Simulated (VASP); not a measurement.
Pr4O:

```
Pr O
1.0
    -5.26031   -0.01498    0.00608
     0.00608    0.06211   -5.22656
    -0.02996  -10.45219    0.12421
Pr O
8 2
Cartesian
  -0.0299 -7.8111 -2.6113
  -0.0878 -2.4919 -2.6071
  -2.5921 -7.8734 0.1072
  -2.5239 -2.6455 0.0080
  -2.6645 -10.4101 -2.4370
  -2.6703 -5.2445 -2.4621
  -5.2779 -10.4123 -5.0691
  -5.3037 -5.1424 -5.1307
  -2.6477 -7.8631 -2.5457
  -2.6530 -2.5832 -2.6091
```

| Item | Value |
| --- | --- |
| Program | VASP 6.6.1 |
| Task | relaxation of cell and atoms |
| Functional | PBE |
| Potentials or basis | VASP PAW PBE potentials, release 64 (Pr_3, O), 4f in core |
| Cutoff | 600 eV |
| k mesh | 4 × 4 × 2 |
| Occupations | gaussian, width 0.2 eV |
| Spin | no spin polarisation |

At the start: pressure -1.7 GPa; volume 28.73 Å³/atom.

Where does the relaxation end?

Over 10 steps the energy falls by 21.7 meV/atom and the volume is 27.66 Å³/atom (-3.7 %); space group P1 (No. 1, to 0.1 Å) before, Pm-3m (No. 221, to 0.1 Å).

The path:
```tsv
step	energy change (eV)	largest force (eV/Å)	pressure (GPa)	volume (Å³)
1	0.0000	0.6221	-1.71	287.32
2	-0.1239	0.4766	0.43	274.71
3	-0.1254	0.4576	0.72	273.18
4	-0.1762	0.2937	0.42	274.59
5	-0.2027	0.1300	0.04	276.51
6	-0.2126	0.0899	-0.06	277.09
7	-0.2143	0.0677	-0.13	277.44
8	-0.2157	0.0414	0.09	276.25
9	-0.2157	0.0386	0.12	276.12
10	-0.2166	0.0129	0.03	276.58
```

Final structure:
```
Pr O
1.0
    -5.17101    0.00016    0.00002
    -0.00001    0.00012   -5.17087
     0.00010  -10.34398    0.00042
Pr O
8 2
Direct
  0.99955 0.50051 0.75020
  0.00024 0.49994 0.24976
  0.49926 0.00039 0.75015
  0.50038 0.99957 0.24999
  0.49991 0.49997 0.00004
  0.50049 0.49960 0.49989
  0.99985 0.00029 0.00002
  0.00032 0.99979 0.49997
  0.49949 0.50039 0.75005
  0.50051 0.49954 0.24993
```

Caveat: the run has no spin polarisation, though such a crystal can be magnetic.
